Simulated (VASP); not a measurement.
A run of VASP 6.6.1 is set up as follows.

The input POSCAR:

```
Al
1.0
    2.7550421937      0.0000000000      0.0000000000
   -1.3775210968      2.3859365282      0.0000000000
    0.0000000000      0.0000000000      4.7674986532
Al
2
Direct
    0.3333333333      0.6666666667      0.2500000000
    0.6666666667      0.3333333333      0.7500000000
```

File INCAR.step1:

```
SYSTEM = Al
PREC = Accurate
ENCUT = 520
EDIFF = 1E-5
ISMEAR = -1
SIGMA = 0.05
LREAL = .False.
LASPH = .True.
NELM = 60
ALGO = Normal
ISIF = 2
LWAVE = .True.
LCHARG = .False.
GGA = PE
NBANDS = 10
```

Contents of INCAR.step2:

```
SYSTEM = Al
PREC = Accurate
ENCUT = 520
EDIFF = 1E-6
ISMEAR = -1
SIGMA = 0.05
LREAL = .False.
LASPH = .True.
NELM = 60
ALGO = Normal
ISIF = 2
LWAVE = .False.
LCHARG = .False.
GGA = PE
LHFCALC = .True.
AEXX = 0.25
PRECFOCK = Normal
ISTART = 1
NBANDS = 10
```

File KPOINTS:

```
Automatic mesh
0
Gamma
  6 6 4
  0 0 0
```

Potentials or basis: VASP PAW PBE potentials, release 64 (Al).

Run with:

```console
$ cat potpaw_PBE.64/Al/POTCAR > POTCAR
$ cp INCAR.step1 INCAR
$ mpirun -np 1 vasp_std > vasp.out
$ cp INCAR.step2 INCAR
$ mpirun -np 1 vasp_std > vasp.out
```

Task: Estimate the pressure.

Result: 4.8 GPa.

Task: Predict the band gap on the k mesh.

Result: Zero (band 3 reaches 13.19 eV, above the bottom of band 4 at 4.59 eV).

Stress tensor (GPa, compression positive):
```
6.04 0.00 0.00
0.00 6.04 0.00
0.00 0.00 2.37
```

Caveat: the k points lie up to 0.44 Å⁻¹ apart; the PAW data sets were made with another functional, which shifts forces and pressure a little.
